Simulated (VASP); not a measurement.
# TlWCl6 (Fm-3m) in VASP: single point with PBE

Aim: the single point of TlWCl6 with PBE.

Program: VASP 6.6.1. These are calculated values, not measurements. Logs are shortened: lines on timing, memory, paths and dates and some standing lists are left out, and cuts for length are marked.

### Step 1. The cell of the first run

It takes space group Fm-3m (No. 225, cubic). The conventional cell has a = 11.167 Å, b = 11.167 Å, c = 11.167 Å, α = 90.00°, β = 90.00°, γ = 90.00°. Tl (site symmetry m-3m) has 6 Cl at 3.24 Å within 4.3 Å. W (site symmetry m-3m) has 6 Cl at 2.34 Å within 3.1 Å. Cl (site symmetry 4mm) has 1 W at 2.34 Å within 3.1 Å.

### Step 2. Single point, PBE, collinear spin

The input, INCAR:

```
SYSTEM = TlWCl6
  ALGO = Normal
  EDIFF = 1E-7
  ENCUT = 520
  GGA = PE
  ISIF = 2
  ISMEAR = 0
  ISPIN = 2
  LASPH = .True.
  LCHARG = .False.
  LMAXMIX = 4
  LORBIT = 11
  LREAL = .False.
  LWAVE = .False.
  MAGMOM = 0 0.63 0 0 0 0 0 0
  NBANDS = 48
  NELM = 150
  PREC = Accurate
  SIGMA = 0.2
```

The input, KPOINTS:

```
k-points
0
Gamma
  4 4 4
  0 0 0
```

The input, POSCAR:

```
TlWCl6
1.0
    0.0000000000      5.5836355000      5.5836355000
    5.5836355000      0.0000000000      5.5836355000
    5.5836355000      5.5836355000      0.0000000000
Tl W Cl
1 1 6
Direct
    0.0000000000      0.0000000000      0.0000000000
    0.5000000000      0.5000000000      0.5000000000
    0.7097770000      0.2902230000      0.2902230000
    0.2902230000      0.7097770000      0.7097770000
    0.2902230000      0.7097770000      0.2902230000
    0.7097770000      0.2902230000      0.7097770000
    0.2902230000      0.2902230000      0.7097770000
    0.7097770000      0.7097770000      0.2902230000
```

Potentials or basis: VASP PAW PBE potentials, release 64 (Tl_d, W_sv, Cl).

Command:

```sh
$ cat potpaw_PBE.64/Tl_d/POTCAR potpaw_PBE.64/W_sv/POTCAR potpaw_PBE.64/Cl/POTCAR > POTCAR
$ mpirun -np 1 vasp_std > vasp.out
```

OUTCAR:

```text
SYSTEM = TlWCl6
   EDIFF = 1E-7
   ENCUT = 520
   GGA = PE
   ISIF = 2
   ISMEAR = 0
   ISPIN = 2
   LASPH = .True.
   LORBIT = 11
   LREAL = .False.
   NELM = 150
   PREC = Accurate

 ion  position               nearest neighbor table
   1  0.000  0.000  0.000-   3 3.24   4 3.24   5 3.24   6 3.24   7 3.24   8 3.24
   2  0.500  0.500  0.500-   3 2.34   4 2.34   5 2.34   6 2.34   7 2.34   8 2.34
   3  0.710  0.290  0.290-   2 2.34   1 3.24
   4  0.290  0.710  0.710-   2 2.34   1 3.24
   5  0.290  0.710  0.290-   2 2.34   1 3.24
   6  0.710  0.290  0.710-   2 2.34   1 3.24
   7  0.290  0.290  0.710-   2 2.34   1 3.24
   8  0.710  0.710  0.290-   2 2.34   1 3.24

  LATTYP: Found a face centered cubic cell.
 ALAT       =    11.1672710000

  Lattice vectors:

 A1 = (   0.0000000000,   5.5836355000,   5.5836355000)
 A2 = (   5.5836355000,   0.0000000000,   5.5836355000)
 A3 = (   5.5836355000,   5.5836355000,   0.0000000000)

Analysis of symmetry for initial positions (statically):
=====================================================================
 Subroutine PRICEL returns:
 Original cell was already a primitive cell.

 Routine SETGRP: Setting up the symmetry group for a
 face centered cubic supercell.

 Subroutine GETGRP returns: Found 48 space group operations
 (whereof 48 operations were pure point group operations)
 out of a pool of 48 trial point group operations.

The static configuration has the point symmetry O_h .

Analysis of symmetry for dynamics (positions and initial velocities):
=====================================================================
 Subroutine PRICEL returns:
 Original cell was already a primitive cell.

 Routine SETGRP: Setting up the symmetry group for a
 face centered cubic supercell.

 Subroutine GETGRP returns: Found 48 space group operations
 (whereof 48 operations were pure point group operations)
 out of a pool of 48 trial point group operations.

The dynamic configuration has the point symmetry O_h .

Analysis of structural, dynamic, and magnetic symmetry:
=====================================================================
 Subroutine PRICEL returns:
 Original cell was already a primitive cell.

 Routine SETGRP: Setting up the symmetry group for a
 face centered cubic supercell.

 Subroutine GETGRP returns: Found 48 space group operations
 (whereof 48 operations were pure point group operations)
 out of a pool of 48 trial point group operations.

The overall configuration has the point symmetry O_h .

 Subroutine INISYM returns: Found 48 space group operations
 (whereof 48 operations are pure point group operations),
 and found     1 'primitive' translations

----------------------------------------------------------------------------------------

                                     Primitive cell

  volume of cell :     348.1618

  direct lattice vectors                    reciprocal lattice vectors
     0.000000000  5.583635500  5.583635500    -0.089547393  0.089547393  0.089547393
     5.583635500  0.000000000  5.583635500     0.089547393 -0.089547393  0.089547393
     5.583635500  5.583635500  0.000000000     0.089547393  0.089547393 -0.089547393

  length of vectors
     7.896453051  7.896453051  7.896453051     0.155100634  0.155100634  0.155100634

  position of ions in fractional coordinates (direct lattice)
     0.000000000  0.000000000  0.000000000
     0.500000000  0.500000000  0.500000000
     0.709777000  0.290223000  0.290223000
     0.290223000  0.709777000  0.709777000
     0.290223000  0.709777000  0.290223000
     0.709777000  0.290223000  0.709777000
     0.290223000  0.290223000  0.709777000
     0.709777000  0.709777000  0.290223000

  ion indices of the primitive-cell ions
   primitive index   ion index
                 1           1
                 2           2
                 3           3
                 4           4
                 5           5
                 6           6
                 7           7
                 8           8

----------------------------------------------------------------------------------------

 KPOINTS: k-points

Automatic generation of k-mesh.
 Grid dimensions read from file:
 generate k-points for:    4    4    4

 Generating k-lattice:

  Cartesian coordinates                     Fractional coordinates (reciprocal lattice)
    -0.022386848  0.022386848  0.022386848     0.250000000  0.000000000  0.000000000
     0.022386848 -0.022386848  0.022386848     0.000000000  0.250000000  0.000000000
     0.022386848  0.022386848 -0.022386848     0.000000000  0.000000000  0.250000000

  Length of vectors
     0.038775158  0.038775158  0.038775158

  Shift w.r.t. Gamma in fractional coordinates (k-lattice)
     0.000000000  0.000000000  0.000000000

 Subroutine IBZKPT returns following result:
 ===========================================

 Found      8 irreducible k-points:

 Following reciprocal coordinates:
            Coordinates               Weight
  0.000000  0.000000  0.000000      1.000000
  0.250000  0.000000  0.000000      8.000000
  0.500000  0.000000  0.000000      4.000000
  0.250000  0.250000  0.000000      6.000000
  0.500000  0.250000  0.000000     24.000000
 -0.250000  0.250000  0.000000     12.000000
  0.500000  0.500000  0.000000      3.000000
 -0.250000  0.500000  0.250000      6.000000
   k-points           NKPTS =      8   k-points in BZ     NKDIM =      8   number of bands    NBANDS=     48
   number of dos      NEDOS =    301   number of ions     NIONS =      8
   total plane-waves  NPLWV = 216000
   dimension x,y,z NGX =    60 NGY =   60 NGZ =   60
   dimension x,y,z NGXF=   120 NGYF=  120 NGZF=  120
   ions per type =               1   1   6
   NGX,Y,Z   is equivalent  to a cutoff of  12.63, 12.63, 12.63 a.u.
   NGXF,Y,Z  is equivalent  to a cutoff of  25.26, 25.26, 25.26 a.u.
 SYSTEM =  TlWCl6
   PREC   = accura    normal or accurate (medium, high low for compatibility)
   ISTART =      0    job   : 0-new  1-cont  2-samecut
   ICHARG =      2    charge: 1-file 2-atom 10-const
   ISPIN  =      2    spin polarized calculation?
   LNONCOLLINEAR =      F non collinear calculations
   LSORBIT =      F    spin-orbit coupling
   LASPH  =      T    aspherical Exc in radial PAW
   ENCUT  =  520.0 eV  38.22 Ry    6.18 a.u.  14.68 14.68 14.68*2*pi/ulx,y,z
   NELM   =    150;   NELMIN=  2; NELMDL= -5     # of ELM steps
   EDIFF  = 0.1E-06   stopping-criterion for ELM
   LREAL  =      F    real-space projection
   EDIFFG = 0.1E-05   stopping-criterion for IOM
   NSW    =      0    number of steps for IOM
   IBRION =     -1    ionic relax: 0-MD 1-quasi-New 2-CG
   NFREE  =      0    steps in history (QN), initial steepest desc. (CG)
   ISIF   =      2    stress and relaxation
   ISYM   =      2    0-nonsym 1-usesym 2-fastsym
   POTIM  = 0.5000    time-step for ionic-motion
   TEBEG  =    0.0;   TEEND  =   0.0 temperature during run
   PSTRESS=    0.0 pullay stress
   NELECT =      69.0000    total number of electrons
   NUPDOWN=      -1.0000    fix difference up-down
   EMIN   =  10.00;   EMAX   =-10.00  energy-range for DOS
   EFERMI =   0.00;   METHOD = LEGACY
   ISMEAR =     0;   SIGMA  =   0.20  broadening in eV -4-tet -1-fermi 0-gaus
   EFERMI_NEDOS =   21; number of points for ismear=-14 and -15
   IALGO  =     38    algorithm
   IMIX   =      4    mixing-type and parameters
     AMIX     =   0.40;   BMIX     =  1.00
     AMIX_MAG =   1.60;   BMIX_MAG =  1.00
  volume/ion in A,a.u.               =      43.52       293.69
  Fermi-wavevector in a.u.,A,eV,Ry     =   0.954474  1.803694 12.395190  0.911021
  Thomas-Fermi vector in A             =   2.083224
   LORBIT       =     11    0 simple, 1 ext, 2 COOP (PROOUT), +10 PAW based schemes
   GGA     = PE    functional components
   LHFCALC =     F    Hartree Fock is set to
   AEXX    =    0.0000 exact exchange contribution
   IVDW    =     0    specifies the selected vdW correction
   LEPSILON=     F    determine dielectric tensor
   LRPA    =     F    only Hartree local field effects (RPA)
 spin polarized calculation
 Gauss-broadening in eV      SIGMA  =   0.20
  energy-cutoff  :      520.00
  volume of cell :      348.16
 maximum number of plane-waves:      9405
 NGX is ok and might be reduce to    60
   NGX = 29   NGY = 29   NGZ = 29

 number of electron      69.0000000 magnetization       0.9999317

 Free energy of the ion-electron system (eV)
  ---------------------------------------------------
  ext. energy  EPLUGINS =         0.00000000
  ---------------------------------------------------
  free energy    TOTEN  =       -33.24256754 eV

  energy without entropy =      -33.09783786  energy(sigma->0) =      -33.17020270

 E-fermi :  -0.5081     XC(G=0):  -6.2233

 val. band max:       -0.5111652592   @ k =   0.5000   0.0000   0.0000
 cond. band min:      -0.4962447344   @ k =   0.5000   0.2500   0.0000
 fundamental gap:      0.0149205249
 Fermi energy:        -0.5080878722

 spin component 1

 k-point     1 :       0.0000    0.0000    0.0000
  band No.  band energies     occupation
      1     -76.7154      1.00000
      2     -40.8890      1.00000
      3     -40.8890      1.00000
      4     -40.8890      1.00000
      5     -16.3421      1.00000
      6     -15.7006      1.00000
[... 38 lines left out ...]
     45       6.8866      0.00000
     46       6.9667      0.00000

 k-point     2 :       0.2500    0.0000    0.0000
  band No.  band energies     occupation
      1     -76.7154      1.00000
      2     -40.8890      1.00000
      3     -40.8890      1.00000
      4     -40.8890      1.00000
      5     -16.3315      1.00000
      6     -15.7010      1.00000
[... 286 lines left out ...]
 k-point     8 :      -0.2500    0.5000    0.2500
  band No.  band energies     occupation
      1     -76.7154      1.00000
      2     -40.8890      1.00000
      3     -40.8890      1.00000
      4     -40.8890      1.00000
      5     -16.3184      1.00000
      6     -15.7195      1.00000
[... 38 lines left out ...]
     45       6.1017      0.00000
     46       6.1934      0.00000
 Fermi energy:        -0.5080878722

 spin component 2

 k-point     1 :       0.0000    0.0000    0.0000
  band No.  band energies     occupation
      1     -76.3328      1.00000
      2     -40.3784      1.00000
      3     -40.3784      1.00000
      4     -40.3784      1.00000
      5     -16.3114      1.00000
      6     -15.6778      1.00000
[... 38 lines left out ...]
     45       6.9706      0.00000
     46       6.9706      0.00000

 k-point     2 :       0.2500    0.0000    0.0000
  band No.  band energies     occupation
      1     -76.3328      1.00000
      2     -40.3784      1.00000
      3     -40.3784      1.00000
      4     -40.3784      1.00000
      5     -16.3008      1.00000
      6     -15.6783      1.00000
[... 286 lines left out ...]
 k-point     8 :      -0.2500    0.5000    0.2500
  band No.  band energies     occupation
      1     -76.3328      1.00000
      2     -40.3784      1.00000
      3     -40.3784      1.00000
      4     -40.3784      1.00000
      5     -16.2876      1.00000
      6     -15.6968      1.00000
[... 38 lines left out ...]
     45       6.1145      0.00000
     46       6.1955      0.00000
 [bands above 46 left out]

------------------------ aborting loop because EDIFF is reached ----------------------------------------

  FORCE on cell =-STRESS in cart. coord.  units (eV):
  Direction    XX          YY          ZZ          XY          YZ          ZX
  --------------------------------------------------------------------------------------
  -------------------------------------------------------------------------------------
  Total       -0.0349060     -0.0349060     -0.0349060     -0.0000000     -0.0000000      0.0000000
  in kB       -0.1606309     -0.1606309     -0.1606309     -0.0000000     -0.0000000      0.0000000
  external PRESSURE =      -0.1606309 kB  Pullay stress =       0.0000000 kB

 VOLUME and BASIS-vectors are now :
 -----------------------------------------------------------------------------
  energy-cutoff  :      520.00
  volume of cell :      348.16
      direct lattice vectors                 reciprocal lattice vectors
     0.000000000  5.583635500  5.583635500    -0.089547393  0.089547393  0.089547393
     5.583635500  0.000000000  5.583635500     0.089547393 -0.089547393  0.089547393
     5.583635500  5.583635500  0.000000000     0.089547393  0.089547393 -0.089547393

 POSITION                                       TOTAL-FORCE (eV/Angst)
 -----------------------------------------------------------------------------------
      0.00000      0.00000      0.00000         0.000000      0.000000      0.000000
      5.58364      5.58364      5.58364         0.000000      0.000000      0.000000
      3.24100      5.58364      5.58364         0.004168      0.000000      0.000000
      7.92627      5.58364      5.58364        -0.004168      0.000000      0.000000
      5.58364      3.24100      5.58364         0.000000      0.004168      0.000000
      5.58364      7.92627      5.58364         0.000000     -0.004168      0.000000
      5.58364      5.58364      3.24100         0.000000      0.000000      0.004168
      5.58364      5.58364      7.92627         0.000000      0.000000     -0.004168
 -----------------------------------------------------------------------------------
    total drift:                                0.000000     -0.000000     -0.000000

  FREE ENERGIE OF THE ION-ELECTRON SYSTEM (eV)
  ---------------------------------------------------
  free  energy   TOTEN  =       -33.2425675437 eV

  energy  without entropy=      -33.0978378640  energy(sigma->0) =      -33.17020270

 total charge

# of ion       s       p       d       tot
------------------------------------------
    1        1.324   0.072   9.672  11.068
    2        2.336   6.326   3.013  11.675
    3        1.603   3.517   0.000   5.120
    4        1.603   3.517   0.000   5.120
    5        1.603   3.517   0.000   5.120
    6        1.603   3.517   0.000   5.120
    7        1.603   3.517   0.000   5.120
    8        1.603   3.517   0.000   5.120
--------------------------------------------------
tot         13.277  27.500  12.685  53.462

 magnetization (x)

# of ion       s       p       d       tot
------------------------------------------
    1       -0.001   0.001   0.000  -0.000
    2        0.011   0.008   0.731   0.751
    3        0.000   0.009   0.000   0.009
    4        0.000   0.009   0.000   0.009
    5        0.000   0.009   0.000   0.009
    6        0.000   0.009   0.000   0.009
    7        0.000   0.009   0.000   0.009
    8        0.000   0.009   0.000   0.009
--------------------------------------------------
tot          0.011   0.063   0.731   0.805
```

Run time: 14 min. Hardware: 1 thread of Intel Xeon 8259CL, shared host; peak memory 0.78 GiB.

What came out:

```yaml
Free_energy: -33.2426 eV
Pressure: 0.0 GPa
Largest_force: 0.004 eV/Å
Band_gap_on_the_k_mesh: zero (filled and empty bands overlap)
Net_moment: 1.00 μB per cell
Site_moments: Tl -0.00; W +0.75; Cl +0.01 μB
Valence_electrons_inside_the_program's_atomic_spheres: Tl 11.07; W 11.68; Cl 5.12
```

Forces in eV/Å, atoms in the order of the input:
```
Tl   0.000  0.000  0.000
W    0.000  0.000  0.000
Cl   0.004  0.000  0.000
Cl  -0.004  0.000  0.000
Cl   0.000  0.004  0.000
Cl   0.000 -0.004  0.000
Cl   0.000  0.000  0.004
Cl   0.000  0.000 -0.004
```

Levels at points of the mesh, in eV from the Fermi level:
Spin up:
```csv
k point,band 31,band 32,band 33,band 34,band 35,band 36,band 37,band 38,band 39,band 40
"(0.00, 0.00, 0.00)",-2.64,-2.06,-2.06,-2.06,-0.02,-0.02,-0.02,3.31,3.31,3.31
"(0.50, 0.00, 0.00)",-2.31,-2.17,-2.17,-2.12,0.00,0.07,0.07,2.11,2.11,2.97
"(0.50, 0.50, 0.00)",-2.66,-2.22,-2.22,-2.06,-0.03,0.17,0.17,3.34,3.50,3.50
```
Spin down:
```
           k point  band 31  band 32  band 33  band 34  band 35  band 36  band 37  band 38
(0.00, 0.00, 0.00)    -2.62    -2.03    -2.03    -2.03     0.54     0.54     0.54     3.32
(0.50, 0.00, 0.00)    -2.29    -2.14    -2.14    -2.09     0.54     0.63     0.63     2.24
(0.50, 0.50, 0.00)    -2.64    -2.19    -2.19    -2.03     0.53     0.74     0.74     3.51
```

Caveat: spin-orbit coupling is left out, which moves the levels of the heavy elements.
